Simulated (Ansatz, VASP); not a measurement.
**One calculation of HfC, two programs**

```
CELL_PARAMETERS angstrom
0.00000 2.30358 2.30358
2.30358 0.00000 2.30358
2.30358 2.30358 0.00000
ATOMIC_POSITIONS crystal
Hf 0.00000 0.00000 0.00000
C 0.50000 0.50000 0.50000
```

Alike in both runs: functional PBEsol; k mesh 16 × 16 × 16; occupations gaussian, width 0.1 eV; no spin polarisation.

Ansatz relaxed the structure, and its values are those at the end. VASP's run is a single point on that final structure, the one shown.

```csv
,VASP,Ansatz
version,VASP 6.6.1,Ansatz 0.2.0
potentials or method,"VASP PAW PBE potentials, release 64 (Hf_pv, C), cutoff 600 eV","scalar-relativistic, plane waves, PAW"
valence electrons in the cell,14,30
```

|  | VASP | Ansatz | Ansatz less VASP |
| --- | --- | --- | --- |
| gap on the k mesh at the Fermi level (eV) | none | none | - |
| pressure (GPa) | -0.4 | 0.0 | +0.42 |

VASP's potentials were made for PBE, not for PBEsol, and Ansatz warns of the same on its side. A gap of «none» marks a metal or a gap that the smearing closes. The functional is the same, so the differences come from potentials, cutoffs and numerics. VASP's potentials hold 14 valence electrons a cell and Ansatz's 30, so a difference there can come from the potentials and not from the codes.

Neither program's run includes spin-orbit coupling.
